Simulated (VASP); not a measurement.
# Se in VASP: further runs, part 2 of 2

VASP 6.6.1. The steps go on from the part before.

**4. Single point, PBE**

This run uses another cell than the first one, of 22.83 Å³/atom, 1.008 times its volume.

File INCAR:

```
SYSTEM = Se
  PREC = Accurate
  ENCUT = 520
  EDIFF = 1E-6
  ISMEAR = 0
  SIGMA = 0.1
  LREAL = .False.
  LASPH = .True.
  NELM = 100
  ALGO = Normal
  ISIF = 2
  LWAVE = .False.
  LCHARG = .True.
  GGA = PE
  LELF = .True.
  LVHAR = .True.
  NBANDS = 9
```

File KPOINTS:

```
Automatic mesh
0
Gamma
  9 9 9
  0 0 0
```

File POSCAR:

```
Se
1.0
    2.0314426097      1.1728539376      1.5969689714
   -2.0314426097      1.1728539376      1.5969689714
    0.0000000000     -2.3457078752      1.5969689714
Se
1
Direct
    0.0000000000      0.0000000000      0.0000000000
```

Potentials or basis: VASP PAW PBE potentials, release 64 (Se).

On the command line:

```
$ cat potpaw_PBE.64/Se/POTCAR > POTCAR
$ mpirun -np 1 vasp_std > vasp.out
```

OUTCAR:

```text
SYSTEM = Se
   PREC = Accurate
   ENCUT = 520
   EDIFF = 1E-6
   ISMEAR = 0
   LREAL = .False.
   LASPH = .True.
   NELM = 100
   ISIF = 2
   GGA = PE

 ion  position               nearest neighbor table
   1  0.000  0.000  0.000-

  LATTYP: Found a trigonal (rhomboedric) cell.
 ALAT       =     2.8377200939
 COS(alpha) =    -0.0249436756

  Lattice vectors:

 A1 = (   2.0314426097,   1.1728539376,   1.5969689714)
 A2 = (  -2.0314426097,   1.1728539376,   1.5969689714)
 A3 = (   0.0000000000,  -2.3457078752,   1.5969689714)

Analysis of symmetry for initial positions (statically):
=====================================================================
 Subroutine PRICEL returns:
 Original cell was already a primitive cell.

 Routine SETGRP: Setting up the symmetry group for a
 trigonal (rhombohedral) supercell.

 Subroutine GETGRP returns: Found 12 space group operations
 (whereof 12 operations were pure point group operations)
 out of a pool of 12 trial point group operations.

The static configuration has the point symmetry D_3d.

Analysis of symmetry for dynamics (positions and initial velocities):
[... 156 lines left out ...]
  energy without entropy =       -3.32870165  energy(sigma->0) =       -3.33041631

 E-fermi :   4.5821     XC(G=0):  -9.8706

 val. band max:        4.5751118543   @ k =   0.1111   0.1111   0.1111
 cond. band min:       4.5920307924   @ k =  -0.1111   0.1111   0.0000
 fundamental gap:      0.0169189381
 Fermi energy:         4.5820676260

 k-point     1 :       0.0000    0.0000    0.0000
  band No.  band energies     occupation
      1     -11.3668      2.00000
      2       5.8331      0.00000
      3       6.0214      0.00000
      4       6.0214      0.00000
      5      12.3744      0.00000
      6      12.3744      0.00000
      7      12.3939      0.00000
      8      26.4765      0.00000
      9      26.6103      0.00000
[... 265 lines left out ...]
 k-point    24 :       0.4444    0.4444    0.0000
  band No.  band energies     occupation
      1      -7.5140      2.00000
      2      -0.3978      2.00000
      3      -0.1391      2.00000
      4       8.0226      0.00000
      5       8.4856      0.00000
      6      17.4847      0.00000
      7      20.2262      0.00000
      8      20.4221      0.00000
      9      21.4691      0.00000

 [... further k-points ...]
[... 5 lines left out ...]
  --------------------------------------------------------------------------------------
  -------------------------------------------------------------------------------------
  Total       -0.0282837     -0.0282837     -0.0056322      0.0000000      0.0000000      0.0000000
  in kB       -1.9849568     -1.9849568     -0.3952716      0.0000000      0.0000000      0.0000000
  external PRESSURE =      -1.4550617 kB  Pullay stress =       0.0000000 kB

 VOLUME and BASIS-vectors are now :
 -----------------------------------------------------------------------------
  energy-cutoff  :      520.00
  volume of cell :       22.83
      direct lattice vectors                 reciprocal lattice vectors
     2.031442610  1.172853938  1.596968971     0.246130507  0.142103515  0.208728748
    -2.031442610  1.172853938  1.596968971    -0.246130507  0.142103515  0.208728748
     0.000000000 -2.345707875  1.596968971     0.000000000 -0.284207029  0.208728748

 POSITION                                       TOTAL-FORCE (eV/Angst)
 -----------------------------------------------------------------------------------
      0.00000      0.00000      0.00000         0.000000      0.000000     -0.000000
 -----------------------------------------------------------------------------------
    total drift:                               -0.000000     -0.000000      0.000000

  FREE ENERGIE OF THE ION-ELECTRON SYSTEM (eV)
  ---------------------------------------------------
  free  energy   TOTEN  =        -3.3321309795 eV

  energy  without entropy=       -3.3287016468  energy(sigma->0) =       -3.33041631
```

stdout:

```text
POSCAR found type information on POSCAR Se
 POSCAR found :  1 types and       1 ions
 scaLAPACK will be used
 LDA part: xc-table for (Slater+PW92), standard interpolation
 POSCAR, INCAR and KPOINTS ok, starting setup
 FFT: planning ... GRIDC
 FFT: planning ... GRID_SOFT
 FFT: planning ... GRID
 WAVECAR not read
 entering main loop
```

Wall time 4.8 s (1 thread of Intel Xeon 6975P-C (Granite Rapids), shared host); peak memory 0.14 GiB.

Results:

* Free energy: -3.3321 eV
* Pressure: -0.1 GPa
* Band gap on the k mesh: zero (band 3 reaches 7.22 eV, above the bottom of band 4 at 1.58 eV)

Levels at points of the mesh, in eV from the Fermi level:
```tsv
k point	band 1	band 2	band 3	band 4	band 5	band 6
(0.00, 0.00, 0.00)	-15.95	1.25	1.44	1.44	7.79	7.79
```

**5. Single point, PBE**

File INCAR:

```
SYSTEM = Se
PREC = Accurate ; ENCUT = 520
EDIFF = 1E-6 ; ISMEAR = -1
SIGMA = 0.15 ; LREAL = .FALSE.
LASPH = .TRUE. ; NELM = 100
ALGO = Normal ; ISIF = 2
LWAVE = .FALSE. ; LCHARG = .TRUE.
GGA = PE ; LELF = .TRUE.
LVHAR = .TRUE. ; NBANDS = 9
```

File KPOINTS:

```
regular mesh
0
G
  15 15 15
  0 0 0
```

File POSCAR:

```
Se
1.0
    2.0021174520      1.1559230498      1.6346471065
   -2.0021174520      1.1559230498      1.6346471065
    0.0000000000     -2.3118460997      1.6346471065
Se
1
Direct
    0.0000000000      0.0000000000      0.0000000000
```

On the command line:

```
$ cat potpaw_PBE.64/Se/POTCAR > POTCAR
$ mpirun -np 1 vasp_std > vasp.out
```

It took 14 s on 1 thread of Intel Xeon 6975P-C (Granite Rapids), shared host; peak memory 0.18 GiB.

It converged, with:

- Free energy: -3.3511 eV
- Pressure: 0.0 GPa
- Band gap on the k mesh: zero (band 3 reaches 7.41 eV, above the bottom of band 4 at 1.38 eV)

Levels at points of the mesh, in eV from the Fermi level:
```tsv
k point	band 1	band 2	band 3	band 4	band 5	band 6
(0.00, 0.00, 0.00)	-15.98	1.41	1.41	1.41	7.80	7.80
```

**6. Relaxation of cell and atoms, PBE**

File INCAR:

```
SYSTEM = Se
ALGO = Normal
EDIFF = 1E-7
EDIFFG = -0.001
ENCUT = 600
GGA = PE
IBRION = 2
ISIF = 3
ISMEAR = -1
LASPH = .TRUE.
LCHARG = .FALSE.
LREAL = .FALSE.
LWAVE = .FALSE.
NELM = 100
NSW = 80
PREC = Accurate
SIGMA = 0.15
```

File KPOINTS:

```
k-points
0
G
  15 15 15
  0 0 0
```

File POSCAR:

```
Se
1.0
    2.0024797276      1.1561322098      1.6308405143
   -2.0024797276      1.1561322098      1.6308405143
    0.0000000000     -2.3122644196      1.6308405143
Se
1
Direct
    0.0000000000      0.0000000000      0.0000000000
```

Potentials or basis: VASP PAW PBE potentials, release 64 (Se).

On the command line:

```
$ cat potpaw_PBE.64/Se/POTCAR > POTCAR
$ mpirun -np 1 vasp_std > vasp.out
```

OUTCAR:

```text
SYSTEM = Se
   EDIFF = 1E-7
   EDIFFG = -0.001
   ENCUT = 600
   GGA = PE
   IBRION = 2
   ISIF = 3
   ISMEAR = -1
   LASPH = .TRUE.
   LREAL = .FALSE.
   NELM = 100
   NSW = 80
   PREC = Accurate

 ion  position               nearest neighbor table
   1  0.000  0.000  0.000-

  LATTYP: Found a trigonal (rhomboedric) cell.
 ALAT       =     2.8295242584
 COS(alpha) =    -0.0017040015

  Lattice vectors:

 A1 = (   2.0024797276,   1.1561322098,   1.6308405143)
 A2 = (  -2.0024797276,   1.1561322098,   1.6308405143)
 A3 = (   0.0000000000,  -2.3122644196,   1.6308405143)

Analysis of symmetry for initial positions (statically):
=====================================================================
 Subroutine PRICEL returns:
 Original cell was already a primitive cell.

[... 350 lines left out ...]
  free energy    TOTEN  =        -3.35114550 eV

  energy without entropy =       -3.31538290  energy(sigma->0) =       -3.33326420

 E-fermi :   4.6170     XC(G=0):  -9.8972

 val. band max:        4.6020341344   @ k =   0.3333   0.3333   0.2000
 cond. band min:       4.6610654381   @ k =  -0.2667   0.1333   0.0000
 fundamental gap:      0.0590313037
 Fermi energy:         4.6169618407

 k-point     1 :       0.0000    0.0000    0.0000
  band No.  band energies     occupation
      1     -11.3567      2.00000
      2       6.0219      0.00017
      3       6.0219      0.00017
      4       6.0236      0.00017
      5      12.4148      0.00000
      6      12.4148      0.00000
      7      12.4782      0.00000
[... 221 lines left out ...]
 k-point    24 :       0.2000    0.1333    0.0000
  band No.  band energies     occupation
      1     -10.5665      2.00000
      2       2.4675      2.00000
      3       4.3378      1.73084
      4       6.6287      0.00000
      5      13.3124      0.00000
      6      15.4171      0.00000
      7      17.2299      0.00000

 [... further k-points ...]
[... 5 lines left out ...]
  --------------------------------------------------------------------------------------
  -------------------------------------------------------------------------------------
  Total        0.0004195      0.0004195     -0.0003852      0.0000000      0.0000000      0.0000000
  in kB        0.0296008      0.0296008     -0.0271831      0.0000000      0.0000000      0.0000000
  external PRESSURE =       0.0106728 kB  Pullay stress =       0.0000000 kB
[... 16 lines left out ...]
  FREE ENERGIE OF THE ION-ELECTRON SYSTEM (eV)
  ---------------------------------------------------
  free  energy   TOTEN  =        -3.3511454973 eV

  energy  without entropy=       -3.3153828998  energy(sigma->0) =       -3.33326420

 reached required accuracy - stopping structural energy minimisation
```

OSZICAR:

```text
N       E                     dE             d eps       ncg     rms          rms(c)
DAV:   1     0.122356798272E+02    0.12236E+02   -0.31156E+03  4823   0.819E+02
DAV:   2    -0.303016196766E+01   -0.15266E+02   -0.14474E+02  6482   0.872E+01
[... 79 lines left out ...]
  14 F= -.33511451E+01 E0= -.33332728E+01  d E =0.256977E-06
       N       E                     dE             d eps       ncg     rms          rms(c)
DAV:   1    -0.335114720689E+01   -0.20877E-05   -0.46036E-05  4858   0.441E-02    0.657E-03
DAV:   2    -0.335114599236E+01    0.12145E-05   -0.11556E-06  5614   0.806E-03    0.337E-03
DAV:   3    -0.335114548595E+01    0.50641E-06   -0.12859E-06  4837   0.680E-03    0.855E-04
DAV:   4    -0.335114549734E+01   -0.11393E-07   -0.53075E-09  2527   0.750E-04
  15 F= -.33511455E+01 E0= -.33332642E+01  d E =-.130836E-06
```

CONTCAR:

```text
Se
   1.00000000000000
     2.0020903073043259    1.1559073778874507    1.6352225816203247
    -2.0020903073043259    1.1559073778874507    1.6352225816203239
    -0.0000000000000001   -2.3118147557749018    1.6352225816203245
  Se
     1
Direct
     1.0000000000000000    1.0000000000000000    0.0000000000000000

  0.00000000E+00  0.00000000E+00  0.00000000E+00
```

Run time: 66 s. Hardware: 1 thread of Intel Xeon 6975P-C (Granite Rapids), shared host; peak memory 0.2 GiB.

What came out:

```
Free energy                            : -3.3511 eV
Relaxed volume                         : 22.71 Å³/atom
Relaxed cell                           : a = 2.832 Å, b = 2.832 Å, c = 2.832 Å, α = 89.99°, β = 89.99°, γ = 89.99°
Space group after relaxing (to 0.05 Å) : Pm-3m (No. 221)
Energy gained by relaxing              : 0.0 meV/atom
Ionic steps                            : 15
Pressure after relaxing                : 0.0 GPa
Band gap on the k mesh                 : zero (band 3 reaches 7.40 eV, above the bottom of band 4 at 1.38 eV)
```

Final structure:
```
CELL_PARAMETERS angstrom
2.00209 1.15591 1.63522
-2.00209 1.15591 1.63522
0.00000 -2.31181 1.63522
ATOMIC_POSITIONS crystal
Se 0.00000 0.00000 0.00000
```

**7. Summary**

| task | cell | k mesh | cutoff (eV) | smearing | gap on the mesh (eV) | pressure (GPa) | relaxed volume (Å³/atom) |
| --- | --- | --- | --- | --- | --- | --- | --- |
| single point | a = 2.830 Å, angles 90.1°, 1 atom | 15 × 15 × 15 | 520 | gaussian 0.1 eV | none | 0.0 | - |
| relaxation of cell and atoms | relaxed from a = 2.838 Å, angles 91.4°, 1 atom | 15 × 15 × 15 | 600 | gaussian 0.1 eV | none | 0.0 | 22.65 |
| single point | a = 2.838 Å, angles 91.4°, 1 atom | 9 × 9 × 9 | 520 | gaussian 0.1 eV | none | -0.1 | - |
| single point | a = 2.831 Å, 1 atom | 15 × 15 × 15 | 520 | fermi-dirac 0.15 eV | none | 0.0 | - |
| relaxation of cell and atoms | relaxed from a = 2.830 Å, angles 90.1°, 1 atom | 15 × 15 × 15 | 600 | fermi-dirac 0.15 eV | none | 0.0 | 22.71 |

Alike in all rows: level PBE; potentials or basis VASP PAW PBE potentials, release 64 (Se); no spin polarisation.

Absolute energies hang on the potentials; compare differences alone.
